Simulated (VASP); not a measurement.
Set up this calculation in VASP 6.6.1, as the native input.

- Task: single point
- Functional: PBEsol
- Potentials or basis: VASP PAW PBE potentials, release 64 (Fe)
- Cutoff: 520 eV
- k mesh: 18 × 18 × 12
- Occupations: gaussian, width 0.1 eV
- Spin: no spin polarisation
- Dipole correction: no
- Further INCAR settings: ALGO = Fast; EDIFF = 1e-07; NBANDS = 15

The structure of Fe lies in POSCAR:

```
Fe
1.0
    2.4037455715      0.0000000000      0.0000000000
   -1.2018727858      2.0817047291      0.0000000000
    0.0000000000      0.0000000000      3.8048832719
Fe
2
Direct
    0.3333333333      0.6666666667      0.2500000000
    0.6666666667      0.3333333333      0.7500000000
```

This cell differs from its parent crystal: volume scaled by 0.97, then relaxed in part.

One way to write it, as run:

INCAR

```
SYSTEM = Fe
ALGO = Fast ; EDIFF = 1E-7
ENCUT = 520 ; GGA = PS
ISIF = 2 ; ISMEAR = 0
LASPH = .TRUE. ; LCHARG = .TRUE.
LELF = .TRUE. ; LREAL = .FALSE.
LVHAR = .TRUE. ; LWAVE = .FALSE.
NBANDS = 15 ; NELM = 80
PREC = Accurate ; SIGMA = 0.1
```

KPOINTS

```
k-points
0
G
  18 18 12
  0 0 0
```

Potentials or basis: VASP PAW PBE potentials, release 64 (Fe).

Command:

```sh
$ cat potpaw_PBE.64/Fe/POTCAR > POTCAR
$ mpirun -np 1 vasp_std > vasp.out
```

It gave:

```yaml
Pressure: 10.1 GPa
Band_gap_on_the_k_mesh: zero (band 8 reaches 8.56 eV, above the bottom of band 9 at 6.42 eV)
```

Caveat: the PAW data sets were made with another functional, which shifts forces and pressure a little; the run has no spin polarisation, though such a crystal can be magnetic.

It took 31 s on 1 thread of Intel(R) Xeon(R) 6975P-C (Granite Rapids), on a shared host, peak memory 0.17 GiB.
